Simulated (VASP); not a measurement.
MgH2: single point with PBE

The system is MgH2.

```
CELL_PARAMETERS angstrom
-1.66579 2.37879 1.69584
1.66579 -2.37879 1.69584
1.66579 2.37879 -1.69584
ATOMIC_POSITIONS crystal
Mg 0.27119 0.77119 0.50000
H 0.02029 0.27114 0.74915
H 0.52199 0.27114 0.25085
```

```
Program                : VASP 6.6.1
Task                   : single point
Functional             : PBE
Potentials or basis    : VASP PAW PBE potentials, release 64 (Mg, H)
Cutoff                 : 520 eV
k mesh                 : 8 × 8 × 8
Occupations            : gaussian, width 0.1 eV
Spin                   : no spin polarisation
Dipole correction      : no
Further INCAR settings : ALGO = Normal; EDIFF = 1e-07; NBANDS = 9
```

```json
{
 "Pressure": "-0.4 GPa",
 "Band gap on the k mesh": "zero (band 2 reaches 3.87 eV, above the bottom of band 3 at 2.60 eV)"
}
```

Stress tensor (GPa, compression positive):
```
-0.20  0.00  0.00
 0.00 -0.46  0.00
 0.00  0.00 -0.51
```

Levels at points of the mesh, in eV from the Fermi level:
```csv
k point,band 1,band 2,band 3,band 4,band 5,band 6,band 7
"(0.00, 0.00, 0.00)",-10.10,0.78,9.03,9.22,9.42,11.59,11.82
"(0.50, 0.00, 0.00)",-5.89,-5.79,6.74,7.21,8.91,9.08,9.09
"(0.00, 0.50, 0.00)",-5.85,-2.49,-0.48,4.60,4.60,7.84,16.67
"(0.50, 0.50, 0.00)",-5.80,-5.71,6.60,7.10,8.77,8.89,8.93
"(0.50, 0.50, 0.50)",-5.86,-2.48,-0.49,4.39,4.83,7.85,16.69
```

Wall time 14 s on 1 thread of Intel(R) Xeon(R) 6975P-C (Granite Rapids), on a shared host, peak memory 0.17 GiB.
